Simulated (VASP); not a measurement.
Input of a VASP 6.6.1 run:

File INCAR:

```
SYSTEM = BN
ALGO = Normal
EDIFF = 1E-6
ENCUT = 600
GGA = PS
GGA_COMPAT = .False.
ISIF = 2
ISMEAR = 0
LASPH = .True.
LCHARG = .True.
LELF = .True.
LREAL = .False.
LVHAR = .True.
LWAVE = .False.
NBANDS = 11
NELM = 120
PREC = Accurate
SIGMA = 0.01
```

Contents of KPOINTS:

```
k-points
0
Gamma
  10 10 10
  0 0 0
```

POSCAR

```
BN
1.0
    0.0000000000      1.8080000000      1.8080000000
    1.8080000000      0.0000000000      1.8080000000
    1.8080000000      1.8080000000      0.0000000000
B N
1 1
Direct
    0.0000000000      0.0000000000      0.0000000000
    0.2500000000      0.2500000000      0.2500000000
```

Potentials or basis: VASP PAW PBE potentials, release 64 (B, N).

Run with:

```bash
$ cat potpaw_PBE.64/B/POTCAR potpaw_PBE.64/N/POTCAR > POTCAR
$ mpirun -np 1 vasp_std > vasp.out
```

Task: What does it give for the pressure?

Result: -3.0 GPa.

Task: What does it give for the band gap on the k mesh?

Result: 4.28 eV (least direct gap 8.76 eV).

Caveat: the PAW data sets were made with another functional, which shifts forces and pressure a little. A k mesh can miss the band edges.
